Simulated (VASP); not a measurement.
Write the native input for VASP 6.6.1 that does the following.

| Item | Value |
| --- | --- |
| Task | single point |
| Functional | PBE |
| Potentials or basis | VASP PAW PBE potentials, release 64 (Mg, S) |
| Cutoff | 520 eV |
| k mesh | 12 × 12 × 2 |
| Occupations | gaussian, width 0.1 eV |
| Spin | no spin polarisation |
| Dipole correction | no |
| Further INCAR settings | ALGO = Normal; EDIFF = 1e-06; NBANDS = 25 |

The structure of Mg4S lies in POSCAR:

```
Mg4S
1.0
    3.3466476584      0.0000000000      0.0000000000
   -1.6733238292      2.8982818897      0.0000000000
    0.0000000000      0.0000000000     20.3932954518
Mg S
8 2
Direct
    0.0000000000      0.0000000000      0.7311596963
    0.6666666667      0.3333333333      0.6158916474
    0.0000000000      0.0000000000      0.0000000000
    0.6666666667      0.3333333333      0.1521948607
    0.3333333333      0.6666666667      0.8478051393
    0.0000000000      0.0000000000      0.2688403037
    0.3333333333      0.6666666667      0.3841083526
    0.0000000000      0.0000000000      0.5000000000
    0.3333333333      0.6666666667      0.0761271150
    0.6666666667      0.3333333333      0.9238728850
```

This cell differs from its parent crystal: volume scaled by 0.88, then relaxed in part.

One way to write it, as run:

INCAR

```
SYSTEM = Mg4S
PREC = Accurate
ENCUT = 520
EDIFF = 1E-6
ISMEAR = 0
SIGMA = 0.1
LREAL = .False.
LASPH = .True.
NELM = 60
ALGO = Normal
ISIF = 2
LWAVE = .False.
LCHARG = .False.
GGA = PE
NBANDS = 25
```

KPOINTS

```
Automatic mesh
0
Gamma
  12 12 2
  0 0 0
```

Potentials or basis: VASP PAW PBE potentials, release 64 (Mg, S).

Run with:

```console
$ cat potpaw_PBE.64/Mg/POTCAR potpaw_PBE.64/S/POTCAR > POTCAR
$ mpirun -np 1 vasp_std > vasp.out
```

Results of the run:

```json
{
  "Pressure": "6.2 GPa",
  "Largest force": "0.008 eV/Å",
  "Band gap on the k mesh": "zero (band 14 reaches 4.61 eV, above the bottom of band 15 at 3.26 eV)"
}
```

Run time: 3.5 min on 1 thread of Intel(R) Xeon(R) Platinum 8259CL CPU @ 2.50GHz (Skylake/Cascade Lake), with other jobs on the host, peak memory 0.42 GiB.
